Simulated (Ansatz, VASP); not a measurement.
## KI in VASP and in Ansatz

```
K I
1.0
     6.14408    0.00000    0.00000
     0.00000    6.14408    0.00000
     0.00000    0.00000    4.33805
K I
2 2
Direct
  0.00000 0.00000 0.00000
  0.50000 0.50000 0.00000
  0.50000 0.00000 0.51375
  0.00000 0.50000 0.48625
```

Alike in both runs: task single point; functional r2SCAN; k mesh 4 × 4 × 6; occupations gaussian, width 0.02 eV; no spin polarisation.

|  | VASP | Ansatz |
| --- | --- | --- |
| version | VASP 6.6.1 | Ansatz 0.2.0 |
| potentials or method | VASP PAW PBE potentials, release 64 (K_sv, I), cutoff 520 eV | scalar-relativistic, plane waves, PAW |
| valence electrons in the cell | 32 | 52 |

```csv
,VASP,Ansatz,Ansatz less VASP
gap on the k mesh at the Fermi level (eV),3.94,3.94,+0.002
least direct gap on the mesh (eV),3.94,3.94,+0.002
```

VASP's potentials were made for PBE, not for r2SCAN. The functional is the same, so the differences come from potentials, cutoffs and numerics. VASP's potentials hold 32 valence electrons a cell and Ansatz's 52, so a difference there can come from the potentials and not from the codes.

Neither program's run includes spin-orbit coupling.
